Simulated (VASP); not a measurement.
A run of VASP 6.6.1:

File INCAR:

```
SYSTEM = In4Ru
PREC = Accurate
ENCUT = 600
EDIFF = 1E-6
ISMEAR = 0
SIGMA = 0.1
LREAL = .FALSE.
LASPH = .TRUE.
NELM = 100
ALGO = Fast
ISIF = 3
LWAVE = .FALSE.
LCHARG = .FALSE.
GGA = PE
IBRION = 2
NSW = 100
EDIFFG = -0.01
```

The input KPOINTS:

```
Automatic mesh
0
G
  4 4 10
  0 0 0
```

The input POSCAR:

```
In4Ru
1.0
    7.3990128382      0.0000000000      0.0000000000
    0.0000000000      7.3990128382      0.0000000000
    0.0000000000      0.0000000000      3.1414800768
In Ru
4 1
Direct
    0.1940345422      0.5000000000      0.5000000000
    0.8059654578      0.5000000000      0.5000000000
    0.5000000000      0.1940345422      0.5000000000
    0.5000000000      0.8059654578      0.5000000000
    0.5000000000      0.5000000000      0.0000000000
```

Potentials or basis: VASP PAW PBE potentials, release 64 (In_d, Ru_pv).

Run with:

```bash
$ cat potpaw_PBE.64/In_d/POTCAR potpaw_PBE.64/Ru_pv/POTCAR > POTCAR
$ mpirun -np 1 vasp_std > vasp.out
```

Hardware: 1 thread of Intel Xeon 8259CL, on a shared host.

Problem. Estimate the wall time of this run.

Solution. Wall time 22 min on 1 thread of Intel Xeon 8259CL, on a shared host, peak memory 0.49 GiB. Counts: scf iterations 53, k points 36, ion steps 5.
